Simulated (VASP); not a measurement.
Input of a VASP 6.6.1 run:

INCAR

```
SYSTEM = CoSi2
PREC = Accurate ; ENCUT = 520
EDIFF = 1E-7 ; ISMEAR = 0
SIGMA = 0.15 ; LREAL = .False.
LASPH = .True. ; NELM = 80
ALGO = Normal ; ISIF = 2
LWAVE = .False. ; LCHARG = .False.
GGA = PE ; NBANDS = 16
```

File KPOINTS:

```
Automatic mesh
0
Gamma
  18 18 18
  0 0 0
```

Contents of POSCAR:

```
CoSi2
1.0
    0.0000000000      2.3876744660      3.3761716950
    2.3876744660      0.0000000000      3.3761716950
    2.3876744660      2.3876744660      0.0000000000
Co Si
1 2
Direct
    0.0000000000      0.0000000000      0.0000000000
    0.2500000000      0.2500000000      0.2500000000
    0.7500000000      0.7500000000      0.7500000000
```

Potentials or basis: VASP PAW PBE potentials, release 64 (Co, Si).

Command:

```bash
$ cat potpaw_PBE.64/Co/POTCAR potpaw_PBE.64/Si/POTCAR > POTCAR
$ mpirun -np 1 vasp_std > vasp.out
```

Question: Estimate the band gap on the k mesh.

Answer: Zero (an odd number of electrons rules out a gap without spin polarisation).

Question: Estimate the pressure.

Answer: 5.8 GPa.

Stress tensor (GPa, compression positive):
```
 17.74   0.00   0.00
  0.00  17.74   0.00
  0.00   0.00 -17.95
```

Caveat: the cell stands under pressure; the run has no spin polarisation, though such a crystal can be magnetic. Spin polarisation is off, so any magnetic state and its effect on volume and gap are missing.
